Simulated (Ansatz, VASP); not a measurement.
**PtSe2 in VASP and in Ansatz**

```
Pt Se
1.0
     3.77168    0.00000    0.00000
    -1.88584    3.26637    0.00000
     0.00000    0.00000    4.81978
Pt Se
1 2
Direct
  0.00000 0.00000 0.00000
  0.33333 0.66667 0.26562
  0.66667 0.33333 0.73438
```

Alike in both runs: functional PBE; dispersion D3(BJ); k mesh 10 × 10 × 7; no spin polarisation.

Ansatz relaxed the structure, and its values are those at the end. VASP's run is a single point on that final structure, the one shown.

|  | VASP | Ansatz |
| --- | --- | --- |
| version | VASP 6.6.1 | Ansatz 0.2.0 |
| potentials or method | VASP PAW PBE potentials, release 64 (Pt, Se) | plane waves, PAW |
| plane-wave cutoff (eV) | 520 | 420 |
| occupations | fermi-dirac, width 0.1 eV | fermi-dirac |
| valence electrons in the cell | 22 | 50 |

Ansatz gave:

| Property | Result |
| --- | --- |
| pressure (GPa) | 0.0 |
| rms of the force components (eV/Å) | 0.000 |

Problem. Which values does VASP return?

Solution. Pressure (GPa): 0.0; rms of the force components (eV/Å): 0.003.

VASP's potentials hold 22 valence electrons a cell and Ansatz's 50, so a difference there can come from the potentials and not from the codes.

Spin-orbit coupling is off throughout.
